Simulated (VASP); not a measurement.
Mg:

```xyz
2
Lattice="3.2722 0.0000 0.0000 -1.6361 2.8338 0.0000 0.0000 0.0000 5.3125" Properties=species:S:1:pos:R:3 pbc="T T T"
Mg    1.6361    0.9446    3.9844
Mg    0.0000    1.8892    1.3281
```

Base run:

- Program: VASP 6.6.1
- Functional: PBEsol
- Potentials or basis: VASP PAW PBE potentials, release 64 (Mg)
- Cutoff: 520 eV
- k mesh: 10 × 10 × 5
- Occupations: fermi-dirac, width 0.05 eV
- Spin: no spin polarisation

Its results: band gap on the k mesh zero (band 2 reaches 2.91 eV, above the bottom of band 3 at 1.00 eV); pressure -2.8 GPa.

The run is repeated on the same cell with these changes: functional from PBEsol to revPBE. What comes out?

Band gap on the k mesh zero (band 2 reaches 3.03 eV, above the bottom of band 3 at 1.14 eV); pressure -1.5 GPa.

revPBE binds less tightly than PBEsol, so the same cell stands under more pressure.

Caveats: the PAW data sets were made with another functional, which shifts forces and pressure a little.
